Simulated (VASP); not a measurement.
Wanted: the native input for a VASP 6.6.1 run.

```yaml
Task: single point
Functional: r2SCAN
Potentials_or_basis: VASP PAW PBE potentials, release 64 (Ti_sv, O)
Cutoff: 520 eV
k_mesh: 6 × 6 × 3
Occupations: gaussian, width 0.05 eV
Spin: no spin polarisation
Dipole_correction: no
Further_INCAR_settings: ALGO = Normal; EDIFF = 1e-07; NBANDS = 60
```

Crystal: TiO2.

```
CELL_PARAMETERS angstrom
-3.77794 0.00000 0.00000
0.00000 -3.77794 0.00000
0.00000 0.00000 9.58280
ATOMIC_POSITIONS crystal
Ti 0.00000 0.00000 0.00000
Ti 0.50000 0.50000 0.50000
Ti 0.50000 0.00000 0.75000
Ti 0.00000 0.50000 0.25000
O 0.50000 0.50000 0.70730
O 0.00000 0.00000 0.20730
O 0.50000 0.00000 0.95730
O 0.00000 0.50000 0.45730
O 0.50000 0.00000 0.54270
O 0.00000 0.50000 0.04270
O 0.00000 0.00000 0.79270
O 0.50000 0.50000 0.29270
```

These files were run (other wordings do the same):

POSCAR

```
TiO2
1.0
   -3.7779444200      0.0000000000      0.0000000000
    0.0000000000     -3.7779444200      0.0000000000
    0.0000000000      0.0000000000      9.5827978520
Ti O
4 8
Direct
    0.0000000000      0.0000000000      0.0000000000
    0.5000000000      0.5000000000      0.5000000000
    0.5000000000      0.0000000000      0.7500000000
    0.0000000000      0.5000000000      0.2500000000
    0.5000000000      0.5000000000      0.7073045408
    1.0000000000      1.0000000000      0.2073045408
    0.5000000000      0.0000000000      0.9573045408
    0.0000000000      0.5000000000      0.4573045408
    0.5000000000      0.0000000000      0.5426954592
    0.0000000000      0.5000000000      0.0426954592
    0.0000000000      0.0000000000      0.7926954592
    0.5000000000      0.5000000000      0.2926954592
```

INCAR.step1

```
SYSTEM = TiO2
ALGO = Normal
EDIFF = 1E-4
ENCUT = 520
GGA = PE
ISMEAR = 0
LASPH = .TRUE.
LCHARG = .FALSE.
LREAL = .FALSE.
LWAVE = .TRUE.
NBANDS = 60
NELM = 60
PREC = Accurate
SIGMA = 0.05
```

INCAR.step2

```
SYSTEM = TiO2
ALGO = Normal
EDIFF = 1E-7
ENCUT = 520
ISIF = 2
ISMEAR = 0
ISTART = 1
LASPH = .TRUE.
LCHARG = .TRUE.
LELF = .TRUE.
LMIXTAU = .TRUE.
LREAL = .FALSE.
LVHAR = .TRUE.
LWAVE = .FALSE.
METAGGA = R2SCAN
NBANDS = 60
NELM = 60
PREC = Accurate
SIGMA = 0.05
```

KPOINTS

```
k-points
0
G
  6 6 3
  0 0 0
```

Potentials or basis: VASP PAW PBE potentials, release 64 (Ti_sv, O).

Command:

```console
$ cat potpaw_PBE.64/Ti_sv/POTCAR potpaw_PBE.64/O/POTCAR > POTCAR
$ cp INCAR.step1 INCAR
$ mpirun -np 1 vasp_std > vasp.out
$ cp INCAR.step2 INCAR
$ mpirun -np 1 vasp_std > vasp.out
```

Results of the run:

The pressure is 1.2 GPa, the largest force is 0.029 eV/Å and the band gap on the k mesh is 2.60 eV.

Caveat: the PAW data sets were made with another functional, which shifts forces and pressure a little; an odd mesh through Γ misses points on the zone boundary, where band edges can lie.

Run time: 20 min on 1 thread of Intel Xeon 8259CL (shared host), peak memory 0.31 GiB.
